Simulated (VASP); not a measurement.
**Cr: single point with PBE**

The system is Cr.

```xyz
1
Lattice="-1.4247 1.4247 1.4247 1.4247 -1.4247 1.4247 1.4247 1.4247 -1.4247" Properties=species:S:1:pos:R:3 pbc="T T T"
Cr    0.0000    0.0000    0.0000
```

```json
{"Program": "VASP 6.6.1", "Task": "single point", "Functional": "PBE", "Potentials or basis": "VASP PAW PBE potentials, release 64 (Cr_pv)", "Cutoff": "500 eV", "k mesh": "20 × 20 × 20", "Occupations": "fermi-dirac, width 0.15 eV", "Spin": "no spin polarisation", "Dipole correction": "no", "Further INCAR settings": "ALGO = Normal; EDIFF = 1e-06; NBANDS = 12"}
```

The pressure is -0.6 GPa and the band gap on the k mesh is zero (bands 6 and 7 overlap by 3.35 eV).

Levels at points of the mesh, in eV from the Fermi level:
```tsv
k point	band 4	band 5	band 6	band 7	band 8	band 9
(0.00, 0.00, 0.00)	-7.83	-0.88	-0.88	-0.88	1.17	1.17
(0.50, 0.00, 0.00)	-4.40	-2.42	1.13	1.17	1.51	2.86
(0.50, 0.50, 0.50)	-4.28	-4.28	2.47	2.47	2.47	7.14
```

It took 10 s on 1 thread of Intel(R) Xeon(R) 6975P-C (Granite Rapids) (shared host), peak memory 0.14 GiB.

Caveat: the run has no spin polarisation, though such a crystal can be magnetic. Spin polarisation is off, so any magnetic state and its effect on volume and gap are missing.
